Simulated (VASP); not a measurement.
# SrO (Fm-3m) in VASP: notebook, part 2 of 2

VASP 6.6.1. Earlier steps stand in the parts before.

### Step 3. Electric field gradients, PBE (volume scaled by 0.94)

File INCAR:

```
ALGO = Normal
EDIFF = 1E-8
ENCUT = 520
GGA = PE
ISIF = 2
ISMEAR = -1
LASPH = T
LCHARG = F
LEFG = T
LREAL = F
LWAVE = F
NBANDS = 15
NELM = 60
PREC = Accurate
SIGMA = 0.02
```

File KPOINTS:

```
k-points
0
Gamma
  8 8 8
```

File POSCAR:

```
SrO
1.0
    0.0000000000      2.5173403822      2.5173403822
    2.5173403822      0.0000000000      2.5173403822
    2.5173403822      2.5173403822      0.0000000000
Sr O
1 1
Direct
    0.0000000000      0.0000000000      0.0000000000
    0.5000000000      0.5000000000      0.5000000000
```

Potentials or basis: VASP PAW PBE potentials, release 64 (Sr_sv, O).

On the command line:

```bash
> cat potpaw_PBE.64/Sr_sv/POTCAR potpaw_PBE.64/O/POTCAR > POTCAR
> mpirun -np 1 vasp_std > vasp.out
```

OUTCAR:

```text
EDIFF = 1E-8
   ENCUT = 520
   GGA = PE
   ISIF = 2
   ISMEAR = -1
   LASPH = T
   LREAL = F
   NELM = 60
   PREC = Accurate

 ion  position               nearest neighbor table
   1  0.000  0.000  0.000-   2 2.52   2 2.52   2 2.52   2 2.52   2 2.52   2 2.52
   2  0.500  0.500  0.500-   1 2.52   1 2.52   1 2.52   1 2.52   1 2.52   1 2.52

  LATTYP: Found a face centered cubic cell.
 ALAT       =     5.0346807644

  Lattice vectors:

 A1 = (   0.0000000000,   2.5173403822,   2.5173403822)
 A2 = (   2.5173403822,   0.0000000000,   2.5173403822)
 A3 = (   2.5173403822,   2.5173403822,   0.0000000000)

Analysis of symmetry for initial positions (statically):
=====================================================================
 Subroutine PRICEL returns:
 Original cell was already a primitive cell.

 Routine SETGRP: Setting up the symmetry group for a
 face centered cubic supercell.

 Subroutine GETGRP returns: Found 48 space group operations
 (whereof 48 operations were pure point group operations)
 out of a pool of 48 trial point group operations.

The static configuration has the point symmetry O_h .

Analysis of symmetry for dynamics (positions and initial velocities):
=====================================================================
 Subroutine PRICEL returns:
 Original cell was already a primitive cell.

 Routine SETGRP: Setting up the symmetry group for a
 face centered cubic supercell.

 Subroutine GETGRP returns: Found 48 space group operations
 (whereof 48 operations were pure point group operations)
 out of a pool of 48 trial point group operations.

The dynamic configuration has the point symmetry O_h .

 Subroutine INISYM returns: Found 48 space group operations
 (whereof 48 operations are pure point group operations),
 and found     1 'primitive' translations

----------------------------------------------------------------------------------------

                                     Primitive cell

  volume of cell :      31.9048

  direct lattice vectors                    reciprocal lattice vectors
     0.000000000  2.517340382  2.517340382    -0.198622325  0.198622325  0.198622325
     2.517340382  0.000000000  2.517340382     0.198622325 -0.198622325  0.198622325
     2.517340382  2.517340382  0.000000000     0.198622325  0.198622325 -0.198622325

  length of vectors
     3.560056910  3.560056910  3.560056910     0.344023959  0.344023959  0.344023959

  position of ions in fractional coordinates (direct lattice)
     0.000000000  0.000000000  0.000000000
     0.500000000  0.500000000  0.500000000

  ion indices of the primitive-cell ions
   primitive index   ion index
                 1           1
                 2           2

----------------------------------------------------------------------------------------

 KPOINTS: k-points

Automatic generation of k-mesh.
 Grid dimensions read from file:
 generate k-points for:    8    8    8

 Generating k-lattice:

  Cartesian coordinates                     Fractional coordinates (reciprocal lattice)
[... 75 lines left out ...]
   ISMEAR =    -1;   SIGMA  =   0.02  broadening in eV -4-tet -1-fermi 0-gaus
   EFERMI_NEDOS =   21; number of points for ismear=-14 and -15
   IALGO  =     38    algorithm
   IMIX   =      4    mixing-type and parameters
     AMIX     =   0.40;   BMIX     =  1.00
     AMIX_MAG =   1.60;   BMIX_MAG =  1.00
  volume/ion in A,a.u.               =      15.95       107.65
  Fermi-wavevector in a.u.,A,eV,Ry     =   1.300657  2.457886 23.017104  1.691709
  Thomas-Fermi vector in A             =   2.431842
   LORBIT       =      0    0 simple, 1 ext, 2 COOP (PROOUT), +10 PAW based schemes
   GGA     = PE    functional components
   LHFCALC =     F    Hartree Fock is set to
   AEXX    =    0.0000 exact exchange contribution
   IVDW    =     0    specifies the selected vdW correction
   LEPSILON=     F    determine dielectric tensor
   LRPA    =     F    only Hartree local field effects (RPA)
 non-spin polarized calculation
  energy-cutoff  :      520.00
  volume of cell :       31.90
 maximum number of plane-waves:       881
 NGX is ok and might be reduce to    28
   NGX = 13   NGY = 13   NGZ = 13

 number of electron      15.9999997 magnetization

 Free energy of the ion-electron system (eV)
  ---------------------------------------------------
  ext. energy  EPLUGINS =         0.00000000
  ---------------------------------------------------
  free energy    TOTEN  =       -11.95160582 eV

  energy without entropy =      -11.95160582  energy(sigma->0) =      -11.95160582

 E-fermi :   2.4662     XC(G=0): -10.3295

 val. band max:        1.9750751643   @ k =   0.0000   0.0000   0.0000
 cond. band min:       5.1927117705   @ k =   0.5000   0.5000   0.0000
 fundamental gap:      3.2176366062
 Fermi energy:         2.4661709835

 k-point     1 :       0.0000    0.0000    0.0000
  band No.  band energies     occupation
      1     -30.2043      2.00000
      2     -13.1953      2.00000
      3     -11.7670      2.00000
      4     -11.7670      2.00000
      5     -11.7670      2.00000
      6       1.9751      2.00000
      7       1.9751      2.00000
      8       1.9751      2.00000
      9       6.4297      0.00000
     10       8.3191      0.00000
     11       8.3191      0.00000
     12       8.3191      0.00000
     13      10.6330      0.00000
     14      10.6330      0.00000
[... 401 lines left out ...]
      2     -14.4910      2.00000
      3     -12.2405      2.00000
      4     -12.0490      2.00000
      5     -10.9435      2.00000
      6       0.3229      2.00000
      7       1.0524      2.00000
      8       1.1603      2.00000
      9       8.5734      0.00000
     10       8.9596      0.00000
     11      11.8202      0.00000
     12      11.8692      0.00000
     13      14.1570      0.00000
     14      15.5683      0.00000
     15      16.1298      0.00000

 [... further k-points ...]
[... 5 lines left out ...]
  --------------------------------------------------------------------------------------
  -------------------------------------------------------------------------------------
  Total        2.1106881      2.1106881      2.1106881      0.0000000      0.0000000      0.0000000
  in kB      105.9933991    105.9933991    105.9933991      0.0000000      0.0000000      0.0000000
  external PRESSURE =     105.9933991 kB  Pullay stress =       0.0000000 kB

 VOLUME and BASIS-vectors are now :
 -----------------------------------------------------------------------------
  energy-cutoff  :      520.00
  volume of cell :       31.90
      direct lattice vectors                 reciprocal lattice vectors
     0.000000000  2.517340382  2.517340382    -0.198622325  0.198622325  0.198622325
     2.517340382  0.000000000  2.517340382     0.198622325 -0.198622325  0.198622325
     2.517340382  2.517340382  0.000000000     0.198622325  0.198622325 -0.198622325

 POSITION                                       TOTAL-FORCE (eV/Angst)
 -----------------------------------------------------------------------------------
      0.00000      0.00000      0.00000         0.000000      0.000000      0.000000
      2.51734      2.51734      2.51734         0.000000      0.000000     -0.000000
 -----------------------------------------------------------------------------------
    total drift:                                0.000000      0.000000      0.000000

  FREE ENERGIE OF THE ION-ELECTRON SYSTEM (eV)
  ---------------------------------------------------
  free  energy   TOTEN  =       -11.9516058171 eV

  energy  without entropy=      -11.9516058171  energy(sigma->0) =      -11.95160582

 Electric field gradients (V/A^2)
---------------------------------------------------------------------
 ion       V_xx      V_yy      V_zz      V_xy      V_xz      V_yz
---------------------------------------------------------------------
   1       0.000    -0.000     0.000     0.000     0.000     0.000
   2       0.000    -0.000    -0.000    -0.002    -0.002    -0.002
---------------------------------------------------------------------

 Electric field gradients after diagonalization (V/A^2)
 (convention: |V_zz| > |V_xx| > |V_yy|)
----------------------------------------------------------------------
 ion       V_xx      V_yy      V_zz     asymmetry (V_yy - V_xx)/ V_zz
----------------------------------------------------------------------
   1      -0.000    -0.000     0.000       0.000
   2       0.002     0.002    -0.004       0.000
----------------------------------------------------------------------

           NMR quadrupolar parameters

 Cq : quadrupolar parameter    Cq=e*Q*V_zz/h
 eta: asymmetry parameters     (V_yy - V_xx)/ V_zz
 Q  : nuclear electric quadrupole moment in mb (millibarn)
----------------------------------------------------------------------
 ion       Cq(MHz)       eta       Q (mb)
----------------------------------------------------------------------
   1       0.000       0.000       1.000
   2      -0.000       0.000       1.000
----------------------------------------------------------------------
```

stdout:

```text
POSCAR found type information on POSCAR SrO
 POSCAR found :  2 types and       2 ions
 scaLAPACK will be used
 LDA part: xc-table for (Slater+PW92), standard interpolation
 POSCAR, INCAR and KPOINTS ok, starting setup
 FFT: planning ... GRIDC
 FFT: planning ... GRID_SOFT
 FFT: planning ... GRID
 WAVECAR not read
 entering main loop
ion   1

ion   2
```

Run time: 15 s. Hardware: 1 thread of Intel Xeon Platinum 8259CL at 2.50GHz (Skylake/Cascade Lake), shared host; peak memory 0.16 GiB.

What came out:

```
Free energy            : -11.9516 eV
Pressure               : 10.6 GPa
Band gap on the k mesh : 3.22 eV, indirect (least direct gap 3.26 eV)
```

Caveat: without QUAD_EFG the Cq values of the log hold for a quadrupole moment of 1 mb, not for the nuclei. A k mesh can miss the band edges.
